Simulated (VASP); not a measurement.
# MgS (Fm-3m) in VASP: notebook

Runs on MgS. Level: r2SCAN. Tasks: single point.

All numbers are computed with VASP 6.6.1; they aren't measurements. Logs are shortened: lines on timing, memory, paths and dates and some standing lists are left out, and cuts for length are marked.

## (1) The cell of the first run

The structure is cubic, space group Fm-3m (No. 225). The conventional cell has a = 5.203 Å, b = 5.203 Å, c = 5.203 Å, α = 90.00°, β = 90.00°, γ = 90.00°. Mg (site symmetry m-3m) has 6 S at 2.60 Å within 3.4 Å. Within 3.4 Å of S (site symmetry m-3m) lie 6 Mg at 2.60 Å.

## (2) Single point, r2SCAN

Input file POSCAR:

```
MgS
1.0
    0.0000000000      2.6015179373      2.6015179373
    2.6015179373      0.0000000000      2.6015179373
    2.6015179373      2.6015179373      0.0000000000
Mg S
1 1
Direct
    0.0000000000      0.0000000000      0.0000000000
    0.5000000000      0.5000000000      0.5000000000
```

Input file INCAR.step1:

```
SYSTEM = MgS
PREC     = Accurate       ! precision mode
ENCUT    = 660            ! plane-wave cutoff, eV
ISMEAR   = -1             ! smearing method
SIGMA    = 0.5            ! smearing width, eV
LREAL    = .False.        ! projectors in reciprocal space
LASPH    = .True.         ! aspherical terms in the spheres
NELM     = 120            ! most SCF steps
NBANDS   = 11             ! bands
GGA      = PE             ! functional
ALGO     = Normal         ! electronic algorithm
EDIFF    = 1E-5           ! SCF threshold, eV
LWAVE    = .True.         ! write WAVECAR
LCHARG   = .False.        ! write CHGCAR
GGA_COMPAT= .False.
```

Input file INCAR.step2:

```
SYSTEM = MgS
PREC     = Accurate       ! precision mode
ENCUT    = 660            ! plane-wave cutoff, eV
EDIFF    = 1E-6           ! SCF threshold, eV
ISMEAR   = -1             ! smearing method
SIGMA    = 0.5            ! smearing width, eV
LREAL    = .False.        ! projectors in reciprocal space
LASPH    = .True.         ! aspherical terms in the spheres
NELM     = 120            ! most SCF steps
ALGO     = Normal         ! electronic algorithm
ISIF     = 2              ! what is computed and relaxed
LWAVE    = .False.        ! write WAVECAR
LCHARG   = .False.        ! write CHGCAR
METAGGA  = R2SCAN         ! meta-GGA
LMIXTAU  = .True.       
NBANDS   = 11             ! bands
ISTART   = 1            
GGA_COMPAT= .False.
```

Input file KPOINTS:

```
regular mesh
0
Gamma
  6 6 6
  0 0 0
```

Potentials or basis: VASP PAW PBE potentials, release 64 (Mg, S).

Command:

```sh
$ cat potpaw_PBE.64/Mg/POTCAR potpaw_PBE.64/S/POTCAR > POTCAR
$ cp INCAR.step1 INCAR
$ mpirun -np 1 vasp_std > vasp.out
$ cp INCAR.step2 INCAR
$ mpirun -np 1 vasp_std > vasp.out
```

OUTCAR:

```text
SYSTEM = MgS
   PREC = Accurate
   ENCUT = 660
   EDIFF = 1E-6
   ISMEAR = -1
   LREAL = .False.
   LASPH = .True.
   NELM = 120
   ISIF = 2
   METAGGA = R2SCAN
   ISTART = 1

 ion  position               nearest neighbor table
   1  0.000  0.000  0.000-   2 2.60   2 2.60   2 2.60   2 2.60   2 2.60   2 2.60
   2  0.500  0.500  0.500-   1 2.60   1 2.60   1 2.60   1 2.60   1 2.60   1 2.60

  LATTYP: Found a face centered cubic cell.
 ALAT       =     5.2030358746

  Lattice vectors:

 A1 = (   0.0000000000,   2.6015179373,   2.6015179373)
 A2 = (   2.6015179373,   0.0000000000,   2.6015179373)
 A3 = (   2.6015179373,   2.6015179373,   0.0000000000)

Analysis of symmetry for initial positions (statically):
=====================================================================
 Subroutine PRICEL returns:
 Original cell was already a primitive cell.

 Routine SETGRP: Setting up the symmetry group for a
 face centered cubic supercell.

 Subroutine GETGRP returns: Found 48 space group operations
 (whereof 48 operations were pure point group operations)
 out of a pool of 48 trial point group operations.

The static configuration has the point symmetry O_h .

Analysis of symmetry for dynamics (positions and initial velocities):
=====================================================================
 Subroutine PRICEL returns:
 Original cell was already a primitive cell.

 Routine SETGRP: Setting up the symmetry group for a
 face centered cubic supercell.

 Subroutine GETGRP returns: Found 48 space group operations
 (whereof 48 operations were pure point group operations)
 out of a pool of 48 trial point group operations.

The dynamic configuration has the point symmetry O_h .

 Subroutine INISYM returns: Found 48 space group operations
 (whereof 48 operations are pure point group operations),
 and found     1 'primitive' translations

----------------------------------------------------------------------------------------

                                     Primitive cell

  volume of cell :      35.2136

  direct lattice vectors                    reciprocal lattice vectors
     0.000000000  2.601517937  2.601517937    -0.192195484  0.192195484  0.192195484
     2.601517937  0.000000000  2.601517937     0.192195484 -0.192195484  0.192195484
     2.601517937  2.601517937  0.000000000     0.192195484  0.192195484 -0.192195484

  length of vectors
     3.679101950  3.679101950  3.679101950     0.332892344  0.332892344  0.332892344

  position of ions in fractional coordinates (direct lattice)
     0.000000000  0.000000000  0.000000000
     0.500000000  0.500000000  0.500000000

  ion indices of the primitive-cell ions
   primitive index   ion index
                 1           1
                 2           2

----------------------------------------------------------------------------------------

 KPOINTS: regular mesh

Automatic generation of k-mesh.
 Grid dimensions read from file:
 generate k-points for:    6    6    6

 Generating k-lattice:

  Cartesian coordinates                     Fractional coordinates (reciprocal lattice)
    -0.032032581  0.032032581  0.032032581     0.166666667  0.000000000  0.000000000
     0.032032581 -0.032032581  0.032032581     0.000000000  0.166666667  0.000000000
     0.032032581  0.032032581 -0.032032581     0.000000000  0.000000000  0.166666667

  Length of vectors
     0.055482057  0.055482057  0.055482057

  Shift w.r.t. Gamma in fractional coordinates (k-lattice)
     0.000000000  0.000000000  0.000000000

 Subroutine IBZKPT returns following result:
 ===========================================

 Found     16 irreducible k-points:

 Following reciprocal coordinates:
            Coordinates               Weight
  0.000000  0.000000  0.000000      1.000000
  0.166667  0.000000  0.000000      8.000000
  0.333333  0.000000  0.000000      8.000000
  0.500000  0.000000  0.000000      4.000000
  0.166667  0.166667  0.000000      6.000000
  0.333333  0.166667  0.000000     24.000000
[... 8 lines left out ...]
 -0.333333  0.333333  0.166667     24.000000
 -0.333333  0.500000  0.166667     12.000000
   k-points           NKPTS =     16   k-points in BZ     NKDIM =     16   number of bands    NBANDS=     11
   number of dos      NEDOS =    301   number of ions     NIONS =      2
   total plane-waves  NPLWV =  32768
   dimension x,y,z NGX =    32 NGY =   32 NGZ =   32
   dimension x,y,z NGXF=    64 NGYF=   64 NGZF=   64
   ions per type =               1   1
   NGX,Y,Z   is equivalent  to a cutoff of  14.46, 14.46, 14.46 a.u.
   NGXF,Y,Z  is equivalent  to a cutoff of  28.92, 28.92, 28.92 a.u.
 SYSTEM =  MgS
   PREC   = accura    normal or accurate (medium, high low for compatibility)
   ISTART =      1    job   : 0-new  1-cont  2-samecut
   ICHARG =      0    charge: 1-file 2-atom 10-const
   ISPIN  =      1    spin polarized calculation?
   LNONCOLLINEAR =      F non collinear calculations
   LSORBIT =      F    spin-orbit coupling
   LASPH  =      T    aspherical Exc in radial PAW
   ENCUT  =  660.0 eV  48.51 Ry    6.96 a.u.   7.71  7.71  7.71*2*pi/ulx,y,z
   NELM   =    120;   NELMIN=  2; NELMDL=  0     # of ELM steps
   EDIFF  = 0.1E-05   stopping-criterion for ELM
   LREAL  =      F    real-space projection
   EDIFFG = 0.1E-04   stopping-criterion for IOM
   NSW    =      0    number of steps for IOM
   IBRION =     -1    ionic relax: 0-MD 1-quasi-New 2-CG
   NFREE  =      0    steps in history (QN), initial steepest desc. (CG)
   ISIF   =      2    stress and relaxation
   ISYM   =      2    0-nonsym 1-usesym 2-fastsym
   POTIM  = 0.5000    time-step for ionic-motion
   TEBEG  =    0.0;   TEEND  =   0.0 temperature during run
   PSTRESS=    0.0 pullay stress
   NELECT =       8.0000    total number of electrons
   NUPDOWN=      -1.0000    fix difference up-down
   EMIN   =  10.00;   EMAX   =-10.00  energy-range for DOS
   EFERMI =   0.00;   METHOD = LEGACY
   ISMEAR =    -1;   SIGMA  =   0.50  broadening in eV -4-tet -1-fermi 0-gaus
   EFERMI_NEDOS =   21; number of points for ismear=-14 and -15
   IALGO  =     38    algorithm
   IMIX   =      4    mixing-type and parameters
     AMIX     =   0.40;   BMIX     =  1.00
     AMIX_MAG =   1.60;   BMIX_MAG =  1.00
  volume/ion in A,a.u.               =      17.61       118.82
  Fermi-wavevector in a.u.,A,eV,Ry     =   0.998929  1.887702 13.576701  0.997859
  Thomas-Fermi vector in A             =   2.131185
   LORBIT       =      0    0 simple, 1 ext, 2 COOP (PROOUT), +10 PAW based schemes
   METAGGA = R2SCAN    functional components
   LHFCALC =     F    Hartree Fock is set to
   AEXX    =    0.0000 exact exchange contribution
   IVDW    =     0    specifies the selected vdW correction
   LEPSILON=     F    determine dielectric tensor
   LRPA    =     F    only Hartree local field effects (RPA)
 non-spin polarized calculation
  energy-cutoff  :      660.00
  volume of cell :       35.21
 maximum number of plane-waves:      1380
   NGX = 15   NGY = 15   NGZ = 15

 number of electron       8.0000001 magnetization

 Free energy of the ion-electron system (eV)
  ---------------------------------------------------
  ext. energy  EPLUGINS =         0.00000000
  ---------------------------------------------------
  free energy    TOTEN  =       -15.51681837 eV

  energy without entropy =      -15.47217852  energy(sigma->0) =      -15.49449845

 E-fermi :   5.6642     XC(G=0): -10.0913

 val. band max:        3.4888456284   @ k =   0.0000   0.0000   0.0000
 cond. band min:       6.9272074385   @ k =   0.5000   0.5000   0.0000
 fundamental gap:      3.4383618100
 Fermi energy:         5.6642428275

 k-point     1 :       0.0000    0.0000    0.0000
  band No.  band energies     occupation
      1      -9.6946      2.00000
      2       3.4888      1.97454
      3       3.4888      1.97454
      4       3.4888      1.97454
      5       8.1075      0.01498
      6      12.0232      0.00001
      7      12.0232      0.00001
      8      12.0232      0.00001
      9      14.4329      0.00000
     10      14.4329      0.00000
     11      17.0380      0.00000

 k-point     2 :       0.1667    0.0000    0.0000
  band No.  band energies     occupation
      1      -9.4240      2.00000
      2       1.8936      1.99894
      3       3.3124      1.98204
      4       3.3124      1.98204
      5       9.1312      0.00195
      6      11.8219      0.00001
      7      12.3079      0.00000
      8      12.3079      0.00000
      9      13.7911      0.00000
     10      13.7911      0.00000
     11      17.0185      0.00000

 k-point     3 :       0.3333    0.0000    0.0000
  band No.  band energies     occupation
      1      -8.7742      2.00000
      2      -0.3692      1.99999
      3       3.0051      1.99025
      4       3.0051      1.99025
      5       8.9727      0.00267
      6      11.4353      0.00002
      7      11.4353      0.00002
      8      13.8132      0.00000
      9      15.7342      0.00000
     10      15.7342      0.00000
     11      16.1012      0.00000

 k-point     4 :       0.5000    0.0000    0.0000
  band No.  band energies     occupation
      1      -8.3629      2.00000
      2      -1.3857      2.00000
      3       2.8690      1.99256
      4       2.8690      1.99256
      5       8.7090      0.00452
      6      10.9956      0.00005
      7      10.9956      0.00005
      8      14.7280      0.00000
      9      16.7256      0.00000
     10      18.5820      0.00000
     11      18.5820      0.00000

 k-point     5 :       0.1667    0.1667    0.0000
  band No.  band energies     occupation
      1      -9.3360      2.00000
      2       1.9993      1.99869
      3       2.9474      1.99130
      4       2.9474      1.99130
      5       9.6513      0.00069
      6      10.5866      0.00011
      7      12.1005      0.00001
      8      13.2239      0.00000
      9      13.2239      0.00000
     10      14.9087      0.00000
     11      18.7659      0.00000
[... 99 lines left out ...]
 k-point    13 :       0.5000    0.5000    0.0000
  band No.  band energies     occupation
      1      -7.9779      2.00000
      2      -0.7809      1.99999
      3       1.7613      1.99919
      4       1.7613      1.99919
      5       6.9272      0.14812
      6       8.4186      0.00807
      7      16.6333      0.00000
      8      16.9773      0.00000
      9      18.0307      0.00000
     10      18.0307      0.00000
     11      20.1007      0.00000

 k-point    14 :       0.5000    0.3333    0.1667
  band No.  band energies     occupation
      1      -8.3308      2.00000
      2      -0.2227      1.99998
      3       1.2645      1.99970
      4       2.2375      1.99789
      5       9.4497      0.00103
      6      10.7168      0.00008
      7      11.5298      0.00002
      8      14.1538      0.00000
      9      15.8521      0.00000
     10      19.3349      0.00000
     11      19.8235      0.00000

 k-point    15 :      -0.3333    0.3333    0.1667
  band No.  band energies     occupation
      1      -8.0510      2.00000
      2      -0.4722      1.99999
      3       0.7370      1.99989
      4       1.8880      1.99895
      5       9.4676      0.00099
      6      10.8838      0.00006
      7      12.9123      0.00000
      8      13.1375      0.00000
      9      16.6177      0.00000
     10      18.5286      0.00000
     11      20.0586      0.00000

 k-point    16 :      -0.3333    0.5000    0.1667
  band No.  band energies     occupation
      1      -7.9452      2.00000
      2      -0.3262      1.99999
      3       0.8663      1.99986
      4       1.2784      1.99969
      5       8.5465      0.00625
      6      10.3007      0.00019
      7      13.4172      0.00000
      8      14.0992      0.00000
      9      18.4713      0.00000
     10      19.6506      0.00000
     11      19.9367      0.00000

------------------------ aborting loop because EDIFF is reached ----------------------------------------

  FORCE on cell =-STRESS in cart. coord.  units (eV):
  Direction    XX          YY          ZZ          XY          YZ          ZX
  --------------------------------------------------------------------------------------
  -------------------------------------------------------------------------------------
  Total       -0.0691791     -0.0691791     -0.0691791      0.0000000     -0.0000000     -0.0000000
  in kB       -3.1475695     -3.1475695     -3.1475695      0.0000000     -0.0000000     -0.0000000
  external PRESSURE =      -3.1475695 kB  Pullay stress =       0.0000000 kB

 VOLUME and BASIS-vectors are now :
 -----------------------------------------------------------------------------
  energy-cutoff  :      660.00
  volume of cell :       35.21
      direct lattice vectors                 reciprocal lattice vectors
     0.000000000  2.601517937  2.601517937    -0.192195484  0.192195484  0.192195484
     2.601517937  0.000000000  2.601517937     0.192195484 -0.192195484  0.192195484
     2.601517937  2.601517937  0.000000000     0.192195484  0.192195484 -0.192195484

 POSITION                                       TOTAL-FORCE (eV/Angst)
 -----------------------------------------------------------------------------------
      0.00000      0.00000      0.00000        -0.000000      0.000000      0.000000
      2.60152      2.60152      2.60152         0.000000     -0.000000     -0.000000
 -----------------------------------------------------------------------------------
    total drift:                               -0.000000     -0.000000      0.000000

  FREE ENERGIE OF THE ION-ELECTRON SYSTEM (eV)
  ---------------------------------------------------
  free  energy   TOTEN  =       -15.5168183717 eV

  energy  without entropy=      -15.4721785197  energy(sigma->0) =      -15.49449845
```

Run time: 34 s. Hardware: 1 thread of Intel Xeon Platinum 8375C at 2.90GHz (Ice Lake), shared host; peak memory 0.19 GiB.

What came out:

- Free energy: -15.5168 eV
- Pressure: -0.3 GPa
- Band gap on the k mesh: 3.44 eV, indirect (least direct gap 4.62 eV)

Caveat: the PAW data sets were made with another functional, which shifts forces and pressure a little.

## (3) Single point, r2SCAN

POSCAR is that of step 2.

Input file INCAR.step1:

```
SYSTEM = MgS
  PREC = Accurate
  ENCUT = 660
  ISMEAR = -1
  SIGMA = 0.2
  LREAL = .False.
  LASPH = .True.
  NELM = 120
  NBANDS = 11
  GGA = PE
  ALGO = Normal
  EDIFF = 1E-5
  LWAVE = .True.
  LCHARG = .False.
  GGA_COMPAT = .False.
```

Input file INCAR.step2:

```
SYSTEM = MgS
  PREC = Accurate
  ENCUT = 660
  EDIFF = 1E-6
  ISMEAR = -1
  SIGMA = 0.2
  LREAL = .False.
  LASPH = .True.
  NELM = 120
  ALGO = Normal
  ISIF = 2
  LWAVE = .False.
  LCHARG = .False.
  METAGGA = R2SCAN
  LMIXTAU = .True.
  NBANDS = 11
  ISTART = 1
  GGA_COMPAT = .False.
```

Input file KPOINTS:

```
Automatic mesh
0
Gamma
  6 6 6
  0 0 0
```

Potentials or basis: VASP PAW PBE potentials, release 64 (Mg, S).

Command:

```sh
$ cat potpaw_PBE.64/Mg/POTCAR potpaw_PBE.64/S/POTCAR > POTCAR
$ cp INCAR.step1 INCAR
$ mpirun -np 1 vasp_std > vasp.out
$ cp INCAR.step2 INCAR
$ mpirun -np 1 vasp_std > vasp.out
```

Run time: 33 s. Hardware: 1 thread of Intel Xeon Platinum 8375C at 2.90GHz (Ice Lake), shared host; peak memory 0.19 GiB.

Results (log left out):

```
Free energy            : -15.5094 eV
Pressure               : -0.4 GPa
Band gap on the k mesh : 3.43 eV, indirect (least direct gap 4.62 eV)
```

Levels at points of the mesh, in eV from the valence-band top:
```csv
k point,band 1,band 2,band 3,band 4,band 5,band 6,band 7,band 8
"(0.00, 0.00, 0.00)",-13.18,0.00,0.00,0.00,4.61,8.53,8.53,8.53
"(0.50, 0.00, 0.00)",-11.85,-4.88,-0.62,-0.62,5.22,7.50,7.50,11.23
"(0.50, 0.50, 0.00)",-11.47,-4.27,-1.73,-1.73,3.43,4.92,13.14,13.48
```

Caveat: the PAW data sets were made with another functional, which shifts forces and pressure a little. A k mesh can miss the band edges.

## (4) Single point, r2SCAN

POSCAR is that of step 3.

Input file INCAR.step1:

```
ALGO = Normal
EDIFF = 1E-5
ENCUT = 660
GGA = PE
GGA_COMPAT = False
ISMEAR = 0
LASPH = True
LCHARG = False
LREAL = False
LWAVE = True
NBANDS = 11
NELM = 120
PREC = Accurate
SIGMA = 0.2
```

Input file INCAR.step2:

```
ALGO = Normal
EDIFF = 1E-6
ENCUT = 660
GGA_COMPAT = False
ISIF = 2
ISMEAR = 0
ISTART = 1
LASPH = True
LCHARG = False
LMIXTAU = True
LREAL = False
LWAVE = False
METAGGA = R2SCAN
NBANDS = 11
NELM = 120
PREC = Accurate
SIGMA = 0.2
```

Input file KPOINTS:

```
k-points
0
Gamma
  6 6 6
```

Command:

```sh
$ cat potpaw_PBE.64/Mg/POTCAR potpaw_PBE.64/S/POTCAR > POTCAR
$ cp INCAR.step1 INCAR
$ mpirun -np 1 vasp_std > vasp.out
$ cp INCAR.step2 INCAR
$ mpirun -np 1 vasp_std > vasp.out
```

It took 30 s on 1 thread of Intel Xeon Platinum 8375C at 2.90GHz (Ice Lake), shared host; peak memory 0.19 GiB.

The run converged. Its results:

| Item | Value |
| --- | --- |
| Free energy | -15.5094 eV |
| Pressure | -0.4 GPa |
| Band gap on the k mesh | 3.43 eV, indirect (least direct gap 4.62 eV) |

Levels at points of the mesh, in eV from the valence-band top:
| k point | band 1 | band 2 | band 3 | band 4 | band 5 | band 6 | band 7 | band 8 |
| --- | --- | --- | --- | --- | --- | --- | --- | --- |
| (0.00, 0.00, 0.00) | -13.18 | 0.00 | 0.00 | 0.00 | 4.61 | 8.53 | 8.53 | 8.53 |
| (0.50, 0.00, 0.00) | -11.85 | -4.88 | -0.62 | -0.62 | 5.22 | 7.50 | 7.50 | 11.23 |
| (0.50, 0.50, 0.00) | -11.47 | -4.27 | -1.73 | -1.73 | 3.43 | 4.92 | 13.14 | 13.48 |

Caveat: the PAW data sets were made with another functional, which shifts forces and pressure a little. r2SCAN opens gaps a little over a GGA but as a rule still falls short of measured ones.

## (5) Summary

```csv
smearing,gap on the mesh (eV),pressure (GPa)
fermi-dirac 0.5 eV,3.44,-0.3
fermi-dirac 0.2 eV,3.43,-0.4
gaussian 0.2 eV,3.43,-0.4
```

Alike in all rows: task single point; level r2SCAN; potentials or basis VASP PAW PBE potentials, release 64 (Mg, S); no spin polarisation; cell as given; k mesh 6 × 6 × 6; cutoff (eV) 660.

On the cell as given the gap runs from 3.43 eV (r2SCAN) to 3.44 eV (r2SCAN).

Caveats: the PAW data sets were made with another functional, which shifts forces and pressure a little.

Absolute energies hang on the potentials; compare differences alone.
